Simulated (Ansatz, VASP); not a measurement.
**One calculation of Ga, two programs**

```
Ga
1.0
     1.38300   -4.02650    0.00000
     1.38300    4.02650    0.00000
    -0.11745    0.00000    3.32993
Ga
2
Direct
  0.13100 0.86900 0.75000
  0.86900 0.13100 0.25000
```

Alike in both runs: task single point; functional PBE; k mesh 10 × 10 × 8; occupations gaussian, width 0.024 eV; no spin polarisation.

```csv
,VASP,Ansatz
version,VASP 6.6.1,Ansatz 0.2.0
potentials or method,"VASP PAW PBE potentials, release 64 (Ga_d)",Ansatz PAW
plane-wave cutoff (eV),520,420
valence electrons in the cell,26,26
```

Ansatz gave:

| Item | Value |
| --- | --- |
| gap on the k mesh at the Fermi level (eV) | none |
| pressure (GPa) | 1.6 |
| traceless stress, the component that is largest in VASP (GPa) | -1.19 |
| rms of the force components (eV/Å) | 0.124 |

What did VASP give for the same quantities?

gap on the k mesh at the Fermi level (eV): none; pressure (GPa): 1.6; traceless stress, the component that is largest in VASP (GPa): -1.21; rms of the force components (eV/Å): 0.126.

Atom by atom the forces differ by 0.002 eV/Å (rms over components). A gap of «none» marks a metal or a gap that the smearing closes.
